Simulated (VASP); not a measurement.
A run of VASP 6.6.1:

POSCAR

```
NiO2
1.0
    1.4106719793      0.8144518470      5.3198488177
   -1.4106719793      0.8144518470      5.3198488177
    0.0000000000     -1.6289036939      5.3198488177
Ni O
1 2
Direct
    0.0000000000      0.0000000000      0.0000000000
    0.7256797875      0.7256797875      0.7256797875
    0.2743202125      0.2743202125      0.2743202125
```

INCAR.step1

```
SYSTEM = NiO2
PREC     = Accurate       ! precision mode
ENCUT    = 520            ! plane-wave cutoff, eV
ISMEAR   = 0              ! smearing method
SIGMA    = 0.02           ! smearing width, eV
LREAL    = .FALSE.        ! projectors in reciprocal space
LASPH    = .TRUE.         ! aspherical terms in the spheres
NELM     = 80             ! most SCF steps
NBANDS   = 18             ! bands
GGA      = PE             ! functional
ALGO     = Normal         ! electronic algorithm
EDIFF    = 1E-4           ! SCF threshold, eV
LWAVE    = .TRUE.         ! write WAVECAR
LCHARG   = .FALSE.        ! write CHGCAR
```

File INCAR.step2:

```
SYSTEM = NiO2
PREC     = Accurate       ! precision mode
ENCUT    = 520            ! plane-wave cutoff, eV
EDIFF    = 1E-6           ! SCF threshold, eV
ISMEAR   = 0              ! smearing method
SIGMA    = 0.02           ! smearing width, eV
LREAL    = .FALSE.        ! projectors in reciprocal space
LASPH    = .TRUE.         ! aspherical terms in the spheres
NELM     = 80             ! most SCF steps
ALGO     = Normal         ! electronic algorithm
ISIF     = 2              ! what is computed and relaxed
LWAVE    = .FALSE.        ! write WAVECAR
LCHARG   = .TRUE.         ! write CHGCAR
METAGGA  = R2SCAN         ! meta-GGA
LMIXTAU  = .TRUE.       
LELF     = .TRUE.         ! ELF
LVHAR    = .TRUE.       
NBANDS   = 18             ! bands
ISTART   = 1
```

Contents of KPOINTS:

```
regular mesh
0
G
  12 12 12
  0 0 0
```

Potentials or basis: VASP PAW PBE potentials, release 64 (Ni, O).

The run is started by

```sh
$ cat potpaw_PBE.64/Ni/POTCAR potpaw_PBE.64/O/POTCAR > POTCAR
$ cp INCAR.step1 INCAR
$ mpirun -np 1 vasp_std > vasp.out
$ cp INCAR.step2 INCAR
$ mpirun -np 1 vasp_std > vasp.out
```

Hardware: 1 thread of Intel(R) Xeon(R) Platinum 8488C (Sapphire Rapids), on a shared host.

Q: Estimate the wall time of this run.

A: Run time: 16 min on 1 thread of Intel(R) Xeon(R) Platinum 8488C (Sapphire Rapids) (shared host), peak memory 0.35 GiB. Counts: k points 189.
